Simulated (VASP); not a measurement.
# Sr (I4/mmm) in VASP: notebook

Sr is run at these levels: PBEsol; tasks: single point.

Program: VASP 6.6.1. These are calculated values, not measurements. Logs are shortened: lines on timing, memory, paths and dates and some standing lists are left out, and cuts for length are marked.

**1. The cell of the first run**

Symmetry: I4/mmm, No. 139, tetragonal system. Conventional cell: a = 4.705 Å, b = 4.705 Å, c = 4.850 Å, α = 90.00°, β = 90.00°, γ = 90.00°. Sr (site symmetry 4/mmm) has 14 Sr at 4.12 to 4.85 Å within 5.4 Å.

**2. Single point, PBEsol (strain -0.030 along x and y, +0.000 along z)**

Contents of INCAR:

```
SYSTEM = Sr
PREC = Accurate ; ENCUT = 520
EDIFF = 1E-6 ; ISMEAR = 0
SIGMA = 0.15 ; LREAL = .FALSE.
LASPH = .TRUE. ; NELM = 60
ALGO = Fast ; ISIF = 2
LWAVE = .FALSE. ; LCHARG = .FALSE.
GGA = PS ; NBANDS = 11
```

Contents of KPOINTS:

```
Automatic mesh
0
G
  14 14 14
  0 0 0
```

Contents of POSCAR:

```
Sr
1.0
   -2.3522500000      2.3522500000      2.4250000000
    2.3522500000     -2.3522500000      2.4250000000
    2.3522500000      2.3522500000     -2.4250000000
Sr
1
Direct
    0.0000000000      0.0000000000      0.0000000000
```

Potentials or basis: VASP PAW PBE potentials, release 64 (Sr_sv).

On the command line:

```console
$ cat potpaw_PBE.64/Sr_sv/POTCAR > POTCAR
$ mpirun -np 1 vasp_std > vasp.out
```

OUTCAR:

```text
SYSTEM = Sr
   PREC = Accurate
   ENCUT = 520
   EDIFF = 1E-6
   ISMEAR = 0
   LREAL = .FALSE.
   LASPH = .TRUE.
   NELM = 60
   ISIF = 2
   GGA = PS

 ion  position               nearest neighbor table
   1  0.000  0.000  0.000-

  LATTYP: Found a body centered tetragonal cell.
 ALAT       =     4.7045000000
 C/A-ratio  =     1.0309278351

  Lattice vectors:

 A1 = (  -2.3522500000,   2.3522500000,   2.4250000000)
 A2 = (   2.3522500000,  -2.3522500000,   2.4250000000)
 A3 = (   2.3522500000,   2.3522500000,  -2.4250000000)

Analysis of symmetry for initial positions (statically):
=====================================================================
 Subroutine PRICEL returns:
 Original cell was already a primitive cell.

 Routine SETGRP: Setting up the symmetry group for a
 body centered tetragonal supercell.

 Subroutine GETGRP returns: Found 16 space group operations
 (whereof 16 operations were pure point group operations)
 out of a pool of 16 trial point group operations.

The static configuration has the point symmetry D_4h.

Analysis of symmetry for dynamics (positions and initial velocities):
=====================================================================
 Subroutine PRICEL returns:
 Original cell was already a primitive cell.

 Routine SETGRP: Setting up the symmetry group for a
 body centered tetragonal supercell.

 Subroutine GETGRP returns: Found 16 space group operations
 (whereof 16 operations were pure point group operations)
 out of a pool of 16 trial point group operations.

The dynamic configuration has the point symmetry D_4h.

 Subroutine INISYM returns: Found 16 space group operations
 (whereof 16 operations are pure point group operations),
 and found     1 'primitive' translations

----------------------------------------------------------------------------------------

                                     Primitive cell

  volume of cell :      53.6709

  direct lattice vectors                    reciprocal lattice vectors
    -2.352250000  2.352250000  2.425000000     0.000000000  0.212562440  0.206185567
     2.352250000 -2.352250000  2.425000000     0.212562440  0.000000000  0.206185567
     2.352250000  2.352250000 -2.425000000     0.212562440  0.212562440  0.000000000

  length of vectors
     4.116647316  4.116647316  4.116647316     0.296133887  0.296133887  0.300608686

  position of ions in fractional coordinates (direct lattice)
     0.000000000  0.000000000  0.000000000

  ion indices of the primitive-cell ions
   primitive index   ion index
                 1           1

----------------------------------------------------------------------------------------

 KPOINTS: Automatic mesh

Automatic generation of k-mesh.
 Grid dimensions read from file:
 generate k-points for:   14   14   14

 Generating k-lattice:

  Cartesian coordinates                     Fractional coordinates (reciprocal lattice)
     0.000000000  0.015183031  0.014727541     0.071428571  0.000000000  0.000000000
     0.015183031  0.000000000  0.014727541     0.000000000  0.071428571  0.000000000
     0.015183031  0.015183031  0.000000000     0.000000000  0.000000000  0.071428571

  Length of vectors
     0.021152421  0.021152421  0.021472049

  Shift w.r.t. Gamma in fractional coordinates (k-lattice)
     0.000000000  0.000000000  0.000000000

 Subroutine IBZKPT returns following result:
 ===========================================

 Found    244 irreducible k-points:

 Following reciprocal coordinates:
            Coordinates               Weight
  0.000000  0.000000  0.000000      1.000000
  0.071429  0.000000  0.000000      8.000000
  0.142857 -0.000000  0.000000      8.000000
  0.214286 -0.000000  0.000000      8.000000
  0.285714  0.000000  0.000000      8.000000
  0.357143 -0.000000  0.000000      8.000000
[... 16 lines left out ...]
  0.214286  0.142857  0.000000     16.000000
  0.285714  0.142857 -0.000000     16.000000
 [... further k-points ...]
   k-points           NKPTS =    244   k-points in BZ     NKDIM =    244   number of bands    NBANDS=     11
   number of dos      NEDOS =    301   number of ions     NIONS =      1
   total plane-waves  NPLWV =  32768
   dimension x,y,z NGX =    32 NGY =   32 NGZ =   32
   dimension x,y,z NGXF=    64 NGYF=   64 NGZF=   64
   ions per type =               1
   NGX,Y,Z   is equivalent  to a cutoff of  12.92, 12.92, 12.92 a.u.
   NGXF,Y,Z  is equivalent  to a cutoff of  25.85, 25.85, 25.85 a.u.
 SYSTEM =  Sr
   PREC   = accura    normal or accurate (medium, high low for compatibility)
   ISTART =      0    job   : 0-new  1-cont  2-samecut
   ICHARG =      2    charge: 1-file 2-atom 10-const
   ISPIN  =      1    spin polarized calculation?
   LNONCOLLINEAR =      F non collinear calculations
   LSORBIT =      F    spin-orbit coupling
   LASPH  =      T    aspherical Exc in radial PAW
   ENCUT  =  520.0 eV  38.22 Ry    6.18 a.u.   7.65  7.65  7.65*2*pi/ulx,y,z
   NELM   =     60;   NELMIN=  2; NELMDL= -5     # of ELM steps
   EDIFF  = 0.1E-05   stopping-criterion for ELM
   LREAL  =      F    real-space projection
   EDIFFG = 0.1E-04   stopping-criterion for IOM
   NSW    =      0    number of steps for IOM
   IBRION =     -1    ionic relax: 0-MD 1-quasi-New 2-CG
   NFREE  =      0    steps in history (QN), initial steepest desc. (CG)
   ISIF   =      2    stress and relaxation
   ISYM   =      2    0-nonsym 1-usesym 2-fastsym
   POTIM  = 0.5000    time-step for ionic-motion
   TEBEG  =    0.0;   TEEND  =   0.0 temperature during run
   PSTRESS=    0.0 pullay stress
   NELECT =      10.0000    total number of electrons
   NUPDOWN=      -1.0000    fix difference up-down
   EMIN   =  10.00;   EMAX   =-10.00  energy-range for DOS
   EFERMI =   0.00;   METHOD = LEGACY
   ISMEAR =     0;   SIGMA  =   0.15  broadening in eV -4-tet -1-fermi 0-gaus
   EFERMI_NEDOS =   21; number of points for ismear=-14 and -15
   IALGO  =     68    algorithm
   IMIX   =      4    mixing-type and parameters
     AMIX     =   0.40;   BMIX     =  1.00
     AMIX_MAG =   1.60;   BMIX_MAG =  1.00
  volume/ion in A,a.u.               =      53.67       362.19
  Fermi-wavevector in a.u.,A,eV,Ry     =   0.935037  1.766963 11.895484  0.874293
  Thomas-Fermi vector in A             =   2.061903
   LORBIT       =      0    0 simple, 1 ext, 2 COOP (PROOUT), +10 PAW based schemes
   GGA     = PS    functional components
   LHFCALC =     F    Hartree Fock is set to
   AEXX    =    0.0000 exact exchange contribution
   IVDW    =     0    specifies the selected vdW correction
   LEPSILON=     F    determine dielectric tensor
   LRPA    =     F    only Hartree local field effects (RPA)
 non-spin polarized calculation
 RMM-DIIS sequential band-by-band and
 Gauss-broadening in eV      SIGMA  =   0.15
  energy-cutoff  :      520.00
  volume of cell :       53.67
 maximum number of plane-waves:      1466
   NGX = 15   NGY = 15   NGZ = 15

 number of electron      10.0000000 magnetization

 Free energy of the ion-electron system (eV)
  ---------------------------------------------------
  ext. energy  EPLUGINS =         0.00000000
  ---------------------------------------------------
  free energy    TOTEN  =        -1.83845375 eV

  energy without entropy =       -1.82554628  energy(sigma->0) =       -1.83200001

 E-fermi :   1.5779     XC(G=0):  -7.5057

 val. band max:        1.5736421243   @ k =  -0.3571  -0.4286   0.2143
 cond. band min:       1.5976175438   @ k =   0.5000   0.5000   0.2857
 fundamental gap:      0.0239754195
 Fermi energy:         1.5779139821

 k-point     1 :       0.0000    0.0000    0.0000
  band No.  band energies     occupation
      1     -34.9070      2.00000
      2     -16.8027      2.00000
      3     -16.8027      2.00000
      4     -16.8004      2.00000
      5      -2.1123      2.00000
      6       3.9119      0.00000
      7       3.9119      0.00000
      8       4.0890      0.00000
      9       5.2083      0.00000
     10       5.4595      0.00000
     11       9.5923      0.00000

 k-point     2 :       0.0714    0.0000    0.0000
  band No.  band energies     occupation
      1     -34.9062      2.00000
      2     -16.8129      2.00000
      3     -16.8062      2.00000
      4     -16.8013      2.00000
      5      -2.0237      2.00000
      6       3.8613      0.00000
      7       3.8880      0.00000
      8       4.1213      0.00000
      9       5.1107      0.00000
     10       5.4244      0.00000
     11       9.7605      0.00000

 k-point     3 :       0.1429   -0.0000    0.0000
  band No.  band energies     occupation
      1     -34.9038      2.00000
      2     -16.8442      2.00000
      3     -16.8161      2.00000
      4     -16.8013      2.00000
      5      -1.7645      2.00000
      6       3.6457      0.00000
      7       3.7145      0.00000
      8       4.3503      0.00000
      9       4.9615      0.00000
     10       5.3893      0.00000
     11       9.9831      0.00000

 k-point     4 :       0.2143   -0.0000    0.0000
  band No.  band energies     occupation
      1     -34.9004      2.00000
      2     -16.8888      2.00000
      3     -16.8303      2.00000
      4     -16.8011      2.00000
      5      -1.3544      2.00000
      6       3.2391      0.00000
      7       3.4656      0.00000
      8       4.7628      0.00000
      9       4.9647      0.00000
     10       5.3959      0.00000
     11       9.7699      0.00000
[... 239 lines left out ...]
 k-point    22 :       0.1429    0.1429    0.0000
  band No.  band energies     occupation
      1     -34.8986      2.00000
      2     -16.9069      2.00000
      3     -16.8332      2.00000
      4     -16.8098      2.00000
      5      -1.1252      2.00000
      6       3.0785      0.00000
      7       3.3170      0.00000
      8       4.8053      0.00000
      9       5.0221      0.00000
     10       5.5850      0.00000
     11       9.3944      0.00000

 k-point    23 :       0.2143    0.1429    0.0000
  band No.  band energies     occupation
      1     -34.8952      2.00000
      2     -16.9443      2.00000
      3     -16.8511      2.00000
      4     -16.8123      2.00000
      5      -0.6128      2.00000
      6       2.6907      0.00000
      7       3.0774      0.00000
      8       4.9035      0.00000
      9       5.4933      0.00000
     10       5.6853      0.00000
     11       8.6011      0.00000

 k-point    24 :       0.2857    0.1429   -0.0000
  band No.  band energies     occupation
      1     -34.8920      2.00000
      2     -16.9767      2.00000
      3     -16.8696      2.00000
      4     -16.8135      2.00000
      5      -0.0340      2.00000
      6       2.3121      0.00000
      7       2.8828      0.00000
      8       5.0274      0.00000
      9       5.5886      0.00000
     10       6.1937      0.00000
     11       7.9308      0.00000

 [... further k-points ...]

------------------------ aborting loop because EDIFF is reached ----------------------------------------

  FORCE on cell =-STRESS in cart. coord.  units (eV):
  Direction    XX          YY          ZZ          XY          YZ          ZX
  --------------------------------------------------------------------------------------
  -------------------------------------------------------------------------------------
  Total       -0.1811981     -0.1811981     -0.1991924      0.0000000      0.0000000      0.0000000
  in kB       -5.4091065     -5.4091065     -5.9462712      0.0000000      0.0000000      0.0000000
  external PRESSURE =      -5.5881614 kB  Pullay stress =       0.0000000 kB

 VOLUME and BASIS-vectors are now :
 -----------------------------------------------------------------------------
  energy-cutoff  :      520.00
  volume of cell :       53.67
      direct lattice vectors                 reciprocal lattice vectors
    -2.352250000  2.352250000  2.425000000     0.000000000  0.212562440  0.206185567
     2.352250000 -2.352250000  2.425000000     0.212562440  0.000000000  0.206185567
     2.352250000  2.352250000 -2.425000000     0.212562440  0.212562440  0.000000000

 POSITION                                       TOTAL-FORCE (eV/Angst)
 -----------------------------------------------------------------------------------
      0.00000      0.00000      0.00000         0.000000      0.000000     -0.000000
 -----------------------------------------------------------------------------------
    total drift:                                0.000000      0.000000     -0.000000

  FREE ENERGIE OF THE ION-ELECTRON SYSTEM (eV)
  ---------------------------------------------------
  free  energy   TOTEN  =        -1.8384537459 eV

  energy  without entropy=       -1.8255462804  energy(sigma->0) =       -1.83200001
```

Wall time 72 s (1 thread of AMD EPYC 9R45 (Zen 5), shared host); peak memory 0.25 GiB.

Results:

```yaml
Free_energy: -1.8385 eV
Pressure: -0.6 GPa
Band_gap_on_the_k_mesh: zero (bands 5 and 6 overlap by 0.39 eV)
```

Levels at points of the mesh, in eV from the Fermi level:
```
           k point  band 2  band 3  band 4  band 5  band 6  band 7  band 8  band 9
(0.00, 0.00, 0.00)  -18.38  -18.38  -18.38   -3.69    2.33    2.33    2.51    3.63
(0.50, 0.00, 0.00)  -18.60  -18.45  -18.38   -1.05    0.24    1.27    3.48    4.25
(0.50, 0.50, 0.00)  -18.60  -18.45  -18.38   -0.99    0.33    1.08    3.72    4.34
(0.50, 0.50, 0.50)  -18.54  -18.53  -18.53   -0.20   -0.13    3.43    3.84    3.84
```

Caveat: the cell differs from its parent crystal (strain -0.030 along x and y, +0.000 along z); the PAW data sets were made with another functional, which shifts forces and pressure a little.

**3. Single point, PBEsol (strain -0.015 along x and y, -0.030 along z)**

Contents of INCAR:

```
ALGO = Fast
EDIFF = 1E-7
ENCUT = 520
GGA = PS
ISIF = 2
ISMEAR = 0
LASPH = True
LCHARG = True
LELF = True
LREAL = False
LVHAR = True
LWAVE = False
NBANDS = 11
NELM = 60
PREC = Accurate
SIGMA = 0.15
```

Contents of KPOINTS:

```
k-points
0
Gamma
  14 14 14
```

Contents of POSCAR:

```
Sr
1.0
   -2.3886250000      2.3886250000      2.3522500000
    2.3886250000     -2.3886250000      2.3522500000
    2.3886250000      2.3886250000     -2.3522500000
Sr
1
Direct
    0.0000000000      0.0000000000      0.0000000000
```

Potentials or basis: VASP PAW PBE potentials, release 64 (Sr_sv).

On the command line:

```console
$ cat potpaw_PBE.64/Sr_sv/POTCAR > POTCAR
$ mpirun -np 1 vasp_std > vasp.out
```

Run time: 97 s. Hardware: 1 thread of AMD EPYC 9R45 (Zen 5), shared host; peak memory 0.25 GiB.

Results (log left out):

```
Free energy            : -1.8385 eV
Pressure               : -0.6 GPa
Band gap on the k mesh : zero (bands 5 and 6 overlap by 0.42 eV)
```

Levels at points of the mesh, in eV from the Fermi level:
| k point | band 3 | band 4 | band 5 | band 6 | band 7 | band 8 |
| --- | --- | --- | --- | --- | --- | --- |
| (0.00, 0.00, 0.00) | -18.38 | -18.38 | -3.69 | 2.33 | 2.42 | 2.42 |
| (0.50, 0.00, 0.00) | -18.45 | -18.38 | -1.02 | 0.28 | 1.17 | 3.60 |
| (0.50, 0.50, 0.00) | -18.45 | -18.38 | -1.05 | 0.24 | 1.27 | 3.50 |
| (0.50, 0.50, 0.50) | -18.54 | -18.53 | -0.18 | -0.15 | 3.63 | 3.63 |

Caveat: the cell differs from its parent crystal (strain -0.015 along x and y, -0.030 along z); the PAW data sets were made with another functional, which shifts forces and pressure a little.
